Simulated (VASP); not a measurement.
# Ti (Fm-3m) in VASP: further runs

Runs on Ti. Level: LDA. Tasks: electric field gradients.

Everything below comes from runs of VASP 6.6.1. Logs are shortened: lines on timing, memory, paths and dates and some standing lists are left out, and cuts for length are marked.

**1. The cell of the first run**

The structure is cubic, space group Fm-3m (No. 225). The conventional cell has a = 3.978 Å, b = 3.978 Å, c = 3.978 Å, α = 90.00°, β = 90.00°, γ = 90.00°. Ti (site symmetry m-3m) has 12 Ti at 2.81 Å within 3.7 Å.

This isn't the form of Ti at room conditions, which is hcp.

**2. Electric field gradients, LDA (15.74 Å³/atom)**

INCAR

```
SYSTEM = Ti
ALGO = Normal ; EDIFF = 1E-8
ENCUT = 400 ; GGA = CA
GGA_COMPAT = .FALSE. ; ISIF = 2
ISMEAR = -1 ; LASPH = .TRUE.
LCHARG = .FALSE. ; LEFG = .TRUE.
LREAL = .FALSE. ; LWAVE = .FALSE.
NBANDS = 12 ; NELM = 120
PREC = Accurate ; SIGMA = 0.05
```

KPOINTS

```
k-points
0
G
  15 15 15
  0 0 0
```

POSCAR

```
Ti
1.0
    0.0000000000      1.9889123197      1.9889123197
    1.9889123197      0.0000000000      1.9889123197
    1.9889123197      1.9889123197      0.0000000000
Ti
1
Direct
    0.0000000000      0.0000000000      0.0000000000
```

Potentials or basis: VASP PAW LDA potentials, release 64 (Ti_sv).

Started as:

```
> cat potpaw_LDA.64/Ti_sv/POTCAR > POTCAR
> mpirun -np 1 vasp_std > vasp.out
```

OUTCAR:

```text
SYSTEM = Ti
   EDIFF = 1E-8
   ENCUT = 400
   GGA = CA
   ISIF = 2
   ISMEAR = -1
   LASPH = .TRUE.
   LREAL = .FALSE.
   NELM = 120
   PREC = Accurate

 ion  position               nearest neighbor table
   1  0.000  0.000  0.000-

  LATTYP: Found a face centered cubic cell.
 ALAT       =     3.9778246394

  Lattice vectors:

 A1 = (   0.0000000000,   1.9889123197,   1.9889123197)
 A2 = (   1.9889123197,   0.0000000000,   1.9889123197)
 A3 = (   1.9889123197,   1.9889123197,   0.0000000000)

Analysis of symmetry for initial positions (statically):
=====================================================================
 Subroutine PRICEL returns:
 Original cell was already a primitive cell.

 Routine SETGRP: Setting up the symmetry group for a
 face centered cubic supercell.

 Subroutine GETGRP returns: Found 48 space group operations
 (whereof 48 operations were pure point group operations)
 out of a pool of 48 trial point group operations.

The static configuration has the point symmetry O_h .

Analysis of symmetry for dynamics (positions and initial velocities):
=====================================================================
 Subroutine PRICEL returns:
 Original cell was already a primitive cell.

 Routine SETGRP: Setting up the symmetry group for a
 face centered cubic supercell.

 Subroutine GETGRP returns: Found 48 space group operations
 (whereof 48 operations were pure point group operations)
 out of a pool of 48 trial point group operations.

The dynamic configuration has the point symmetry O_h .

 Subroutine INISYM returns: Found 48 space group operations
 (whereof 48 operations are pure point group operations),
 and found     1 'primitive' translations

----------------------------------------------------------------------------------------

                                     Primitive cell

  volume of cell :      15.7354

  direct lattice vectors                    reciprocal lattice vectors
     0.000000000  1.988912320  1.988912320    -0.251393686  0.251393686  0.251393686
     1.988912320  0.000000000  1.988912320     0.251393686 -0.251393686  0.251393686
     1.988912320  1.988912320  0.000000000     0.251393686  0.251393686 -0.251393686

  length of vectors
     2.812746777  2.812746777  2.812746777     0.435426638  0.435426638  0.435426638

  position of ions in fractional coordinates (direct lattice)
     0.000000000  0.000000000  0.000000000

  ion indices of the primitive-cell ions
   primitive index   ion index
                 1           1

----------------------------------------------------------------------------------------

 KPOINTS: k-points

Automatic generation of k-mesh.
 Grid dimensions read from file:
 generate k-points for:   15   15   15

 Generating k-lattice:

  Cartesian coordinates                     Fractional coordinates (reciprocal lattice)
    -0.016759579  0.016759579  0.016759579     0.066666667  0.000000000  0.000000000
     0.016759579 -0.016759579  0.016759579     0.000000000  0.066666667  0.000000000
     0.016759579  0.016759579 -0.016759579     0.000000000  0.000000000  0.066666667

  Length of vectors
     0.029028443  0.029028443  0.029028443

  Shift w.r.t. Gamma in fractional coordinates (k-lattice)
     0.000000000  0.000000000  0.000000000

 Subroutine IBZKPT returns following result:
 ===========================================

 Found    120 irreducible k-points:

 Following reciprocal coordinates:
            Coordinates               Weight
  0.000000  0.000000  0.000000      1.000000
  0.066667  0.000000  0.000000      8.000000
  0.133333  0.000000  0.000000      8.000000
  0.200000  0.000000  0.000000      8.000000
  0.266667  0.000000  0.000000      8.000000
  0.333333  0.000000  0.000000      8.000000
[... 16 lines left out ...]
  0.133333  0.133333  0.000000      6.000000
  0.200000  0.133333  0.000000     24.000000
 [... further k-points ...]
   k-points           NKPTS =    120   k-points in BZ     NKDIM =    120   number of bands    NBANDS=     12
   number of dos      NEDOS =    301   number of ions     NIONS =      1
   total plane-waves  NPLWV =   5832
   dimension x,y,z NGX =    18 NGY =   18 NGZ =   18
   dimension x,y,z NGXF=    36 NGYF=   36 NGZF=   36
   ions per type =               1
   NGX,Y,Z   is equivalent  to a cutoff of  10.64, 10.64, 10.64 a.u.
   NGXF,Y,Z  is equivalent  to a cutoff of  21.28, 21.28, 21.28 a.u.
 SYSTEM =  Ti
   PREC   = accura    normal or accurate (medium, high low for compatibility)
   ISTART =      0    job   : 0-new  1-cont  2-samecut
   ICHARG =      2    charge: 1-file 2-atom 10-const
   ISPIN  =      1    spin polarized calculation?
   LNONCOLLINEAR =      F non collinear calculations
   LSORBIT =      F    spin-orbit coupling
   LASPH  =      T    aspherical Exc in radial PAW
   ENCUT  =  400.0 eV  29.40 Ry    5.42 a.u.   4.59  4.59  4.59*2*pi/ulx,y,z
   NELM   =    120;   NELMIN=  2; NELMDL= -5     # of ELM steps
   EDIFF  = 0.1E-07   stopping-criterion for ELM
   LREAL  =      F    real-space projection
   EDIFFG = 0.1E-06   stopping-criterion for IOM
   NSW    =      0    number of steps for IOM
   IBRION =     -1    ionic relax: 0-MD 1-quasi-New 2-CG
   NFREE  =      0    steps in history (QN), initial steepest desc. (CG)
   ISIF   =      2    stress and relaxation
   ISYM   =      2    0-nonsym 1-usesym 2-fastsym
   POTIM  = 0.5000    time-step for ionic-motion
   TEBEG  =    0.0;   TEEND  =   0.0 temperature during run
   PSTRESS=    0.0 pullay stress
   NELECT =      12.0000    total number of electrons
   NUPDOWN=      -1.0000    fix difference up-down
   EMIN   =  10.00;   EMAX   =-10.00  energy-range for DOS
   EFERMI =   0.00;   METHOD = LEGACY
   ISMEAR =    -1;   SIGMA  =   0.05  broadening in eV -4-tet -1-fermi 0-gaus
   EFERMI_NEDOS =   21; number of points for ismear=-14 and -15
   IALGO  =     38    algorithm
   IMIX   =      4    mixing-type and parameters
     AMIX     =   0.40;   BMIX     =  1.00
     AMIX_MAG =   1.60;   BMIX_MAG =  1.00
  volume/ion in A,a.u.               =      15.74       106.19
  Fermi-wavevector in a.u.,A,eV,Ry     =   1.495695  2.826453 30.437628  2.237103
  Thomas-Fermi vector in A             =   2.607807
   LORBIT       =      0    0 simple, 1 ext, 2 COOP (PROOUT), +10 PAW based schemes
   GGA     = CA    functional components
   LHFCALC =     F    Hartree Fock is set to
   AEXX    =    0.0000 exact exchange contribution
   IVDW    =     0    specifies the selected vdW correction
   LEPSILON=     F    determine dielectric tensor
   LRPA    =     F    only Hartree local field effects (RPA)
 non-spin polarized calculation
  energy-cutoff  :      400.00
  volume of cell :       15.74
 maximum number of plane-waves:       297
   NGX =  9   NGY =  9   NGZ =  9

 number of electron      12.0000007 magnetization

 Free energy of the ion-electron system (eV)
  ---------------------------------------------------
  ext. energy  EPLUGINS =         0.00000000
  ---------------------------------------------------
  free energy    TOTEN  =        -8.49654724 eV

  energy without entropy =       -8.48289733  energy(sigma->0) =       -8.48972229

 E-fermi :   9.0892     XC(G=0): -12.2657

 val. band max:        9.0833295168   @ k =   0.2000   0.1333   0.0000
 cond. band min:       9.0897633412   @ k =  -0.4667   0.2667   0.1333
 fundamental gap:      0.0064338244
 Fermi energy:         9.0891683168

 k-point     1 :       0.0000    0.0000    0.0000
  band No.  band energies     occupation
      1     -46.7831      2.00000
      2     -22.8817      2.00000
      3     -22.8817      2.00000
      4     -22.8817      2.00000
      5       2.8830      2.00000
      6       9.9772      0.00000
      7       9.9772      0.00000
      8       9.9772      0.00000
      9      11.8184      0.00000
     10      11.8184      0.00000
     11      24.9690      0.00000
     12      29.8567      0.00000

 k-point     2 :       0.0667    0.0000    0.0000
  band No.  band energies     occupation
      1     -46.7751      2.00000
      2     -22.9246      2.00000
      3     -22.8869      2.00000
      4     -22.8869      2.00000
      5       3.0402      2.00000
      6       9.8765      0.00000
      7      10.0365      0.00000
      8      10.0365      0.00000
      9      11.7788      0.00000
     10      11.7788      0.00000
     11      25.1295      0.00000
     12      28.7400      0.00000
[... 316 lines left out ...]
 k-point    24 :       0.2000    0.1333    0.0000
  band No.  band energies     occupation
      1     -46.7163      2.00000
      2     -23.1536      2.00000
      3     -22.9647      2.00000
      4     -22.9572      2.00000
      5       4.2005      2.00000
      6       9.0833      1.05832
      7      10.4741      0.00000
      8      10.5574      0.00000
      9      11.0818      0.00000
     10      12.1060      0.00000
     11      25.8265      0.00000
     12      26.4643      0.00000

 [... further k-points ...]

------------------------ aborting loop because EDIFF is reached ----------------------------------------

  FORCE on cell =-STRESS in cart. coord.  units (eV):
  Direction    XX          YY          ZZ          XY          YZ          ZX
  --------------------------------------------------------------------------------------
  -------------------------------------------------------------------------------------
  Total        0.1327486      0.1327486      0.1327486      0.0000000     -0.0000000     -0.0000000
  in kB       13.5164806     13.5164806     13.5164806      0.0000000     -0.0000000     -0.0000000
  external PRESSURE =      13.5164806 kB  Pullay stress =       0.0000000 kB

 VOLUME and BASIS-vectors are now :
 -----------------------------------------------------------------------------
  energy-cutoff  :      400.00
  volume of cell :       15.74
      direct lattice vectors                 reciprocal lattice vectors
     0.000000000  1.988912320  1.988912320    -0.251393686  0.251393686  0.251393686
     1.988912320  0.000000000  1.988912320     0.251393686 -0.251393686  0.251393686
     1.988912320  1.988912320  0.000000000     0.251393686  0.251393686 -0.251393686

 POSITION                                       TOTAL-FORCE (eV/Angst)
 -----------------------------------------------------------------------------------
      0.00000      0.00000      0.00000        -0.000000      0.000000      0.000000
 -----------------------------------------------------------------------------------
    total drift:                                0.000000     -0.000000      0.000000

  FREE ENERGIE OF THE ION-ELECTRON SYSTEM (eV)
  ---------------------------------------------------
  free  energy   TOTEN  =        -8.4965472442 eV

  energy  without entropy=       -8.4828973319  energy(sigma->0) =       -8.48972229

 Electric field gradients (V/A^2)
---------------------------------------------------------------------
 ion       V_xx      V_yy      V_zz      V_xy      V_xz      V_yz
---------------------------------------------------------------------
   1       0.000    -0.000     0.000    -0.000    -0.000    -0.000
---------------------------------------------------------------------

 Electric field gradients after diagonalization (V/A^2)
 (convention: |V_zz| > |V_xx| > |V_yy|)
----------------------------------------------------------------------
 ion       V_xx      V_yy      V_zz     asymmetry (V_yy - V_xx)/ V_zz
----------------------------------------------------------------------
   1       0.000     0.000    -0.001       0.000
----------------------------------------------------------------------

           NMR quadrupolar parameters

 Cq : quadrupolar parameter    Cq=e*Q*V_zz/h
 eta: asymmetry parameters     (V_yy - V_xx)/ V_zz
 Q  : nuclear electric quadrupole moment in mb (millibarn)
----------------------------------------------------------------------
 ion       Cq(MHz)       eta       Q (mb)
----------------------------------------------------------------------
   1      -0.000       0.000       1.000
----------------------------------------------------------------------
```

Wall time 21 s (1 thread of Intel Xeon 8259CL, shared host); peak memory 0.12 GiB.

What came out:

| Property | Result |
| --- | --- |
| Free energy | -8.4965 eV |
| Pressure | 1.4 GPa |
| Band gap on the k mesh | zero (bands 6 and 7 overlap by 1.23 eV) |
| Largest electric field gradient by atom | zero within the noise of the run |

(Continued in part 2 of 3.)
